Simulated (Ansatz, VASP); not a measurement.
**Ga2SnO2: VASP beside Ansatz**

```xyz
5
Lattice="3.8347 0.0000 0.0000 -1.9173 3.3209 0.0000 0.0000 0.0000 7.3859" Properties=species:S:1:pos:R:3 pbc="T T T"
Ga    0.0000    2.2140    3.0512
Ga    1.9173    1.1070    4.3347
Sn    0.0000    0.0000    0.0000
O     0.0000    2.2140    1.2224
O     1.9173    1.1070    6.1635
```

Change from the starting cell: species swapped into the MnH2O2 type (P-3m1, No. 164).

Alike in both runs: functional PBE; k mesh 6 × 6 × 4; occupations gaussian, width 0.1 eV; no spin polarisation.

Ansatz relaxed the structure, and its values are those at the end. VASP's run is a single point on that final structure, the one shown.

|  | VASP | Ansatz |
| --- | --- | --- |
| version | VASP 6.6.1 | Ansatz 0.2.0 |
| potentials or method | VASP PAW PBE potentials, release 64 (Ga_d, Sn_d, O), cutoff 520 eV | scalar-relativistic, plane waves, PAW |
| valence electrons in the cell | 52 | 52 |

```csv
,VASP,Ansatz,Ansatz less VASP
gap on the k mesh at the Fermi level (eV),none,none,-
pressure (GPa),0.1,0.0,-0.09
rms of the force components (eV/Å),0.023,0.003,-0.0201
```

A gap of «none» marks a metal or a gap that the smearing closes.
